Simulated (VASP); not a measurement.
Crystal: AlO2.

```
Al O
1.0
     2.14259    0.00000    0.00000
     0.00000    4.07141    0.00000
     0.00000    0.00000    4.64143
Al O
1 2
Direct
  0.50000 0.00000 0.50000
  0.50000 0.00000 0.83765
  0.50000 0.00000 0.16235
```

The cell was generated, and may not be a known phase.

```yaml
Program: VASP 6.6.1
Task: relaxation of cell and atoms
Functional: PBE
Potentials_or_basis: VASP PAW PBE potentials, release 64 (Al, O_h)
Cutoff: 1340 eV
k_mesh: 8 × 4 × 4
Occupations: gaussian, width 0.1 eV
Spin: no spin polarisation
```

At the start: pressure 51.3 GPa; volume 13.50 Å³/atom.

Q: How do energy, volume and symmetry change on relaxing?

A: Over 36 steps the energy falls by 1212.0 meV/atom and the volume is 14.98 Å³/atom (+11.0 %); space group Pmmm (No. 47, to 0.1 Å) before and after.

Step by step:
```csv
step,energy change (eV),largest force (eV/Å),pressure (GPa),volume (Å³)
1,0.0000,6.1279,51.29,40.49
2,-1.5964,9.8668,2.46,69.59
3,-3.0980,0.7983,-0.45,53.55
4,-3.1006,0.6753,-0.19,53.27
5,-3.1018,0.5586,0.07,53.00
6,-3.2262,0.5967,-0.77,53.25
7,-3.5179,0.3107,2.13,53.50
8,-3.4547,1.0343,5.94,53.44
9,-3.5189,0.1696,2.60,53.50
10,-3.5000,0.8646,-2.93,57.03
11,-3.5411,0.5149,-0.10,54.92
12,-3.5302,0.8466,-2.52,55.96
13,-3.5482,0.0179,-1.17,55.33
14,-3.5481,0.3059,0.60,54.31
15,-3.5511,0.1246,-0.32,54.82
16,-3.5572,0.0707,-0.04,53.98
17,-3.5656,0.4770,0.66,52.23
18,-3.5633,1.3256,2.29,48.78
19,-3.5679,0.7464,1.17,51.09
20,-3.5689,0.7484,1.15,50.99
21,-3.5719,0.7551,1.12,50.69
22,-3.5777,0.7693,1.05,50.10
23,-3.5887,0.8036,0.92,48.91
24,-3.6044,0.9359,0.78,46.53
25,-3.5846,1.2158,1.67,41.79
26,-3.6069,0.9971,0.83,45.64
27,-3.6187,0.6514,0.61,45.40
28,-3.6281,0.0950,0.46,44.92
29,-3.6290,0.0901,0.39,44.95
30,-3.6312,0.0760,0.17,45.01
31,-3.6341,0.0537,-0.35,45.14
32,-3.6329,0.0154,-1.44,45.38
33,-3.6348,0.0417,-0.74,45.23
34,-3.6356,0.0220,0.03,44.98
35,-3.6357,0.0047,-0.17,45.04
36,-3.6360,0.0224,-0.13,44.93
```

Final structure:
```
Al O
1.0
     2.99369    0.00000    0.00000
     0.00000    3.15035    0.00000
     0.00000    0.00000    4.76392
Al O
1 2
Direct
  0.50000 0.00000 0.50000
  0.50000 0.00000 0.85692
  0.50000 0.00000 0.14308
```

Caveat: the k points lie up to 0.50 Å⁻¹ apart in the final cell, too coarse for converged energies and pressures of a metal; a cell axis changed by over 15 % at a fixed basis, so the end point is rough; an odd number of electrons without spin polarisation forces a metal; a magnetic or distorted state may lie lower.
